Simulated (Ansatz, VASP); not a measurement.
## One calculation of BaTiO3, two programs

```
CELL_PARAMETERS angstrom
2.82767 1.63255 2.31773
-2.82767 1.63255 2.31773
0.00000 -3.26511 2.31773
ATOMIC_POSITIONS crystal
Ba 0.99805 0.99805 0.99805
Ti 0.48636 0.48636 0.48636
O 0.51010 0.51010 0.01669
O 0.01669 0.51010 0.51010
O 0.51010 0.01669 0.51010
```

Alike in both runs: functional PBE; k mesh 8 × 8 × 8; occupations fermi-dirac, width 0.02 eV; no spin polarisation.

Ansatz relaxed the structure, and its values are those at the end. VASP's run is a single point on that final structure, the one shown.

|  | VASP | Ansatz |
| --- | --- | --- |
| version | VASP 6.6.1 | Ansatz 0.2.0 |
| potentials or method | VASP PAW PBE potentials, release 64 (Ba_sv, Ti_sv, O) | plane-wave PAW, scalar-relativistic |
| plane-wave cutoff (eV) | 520 | 420 |
| valence electrons in the cell | 40 | 40 |

Ansatz gave:

* gap on the k mesh at the Fermi level (eV): 2.36
* pressure (GPa): 4.5
* rms of the force components (eV/Å): 0.003

Task: Estimate VASP's values.

Result: gap on the k mesh at the Fermi level (eV): 2.31; pressure (GPa): 6.3; rms of the force components (eV/Å): 0.025.

Ansatz's warnings: stress scf threshold loose.

Neither program's run includes spin-orbit coupling.
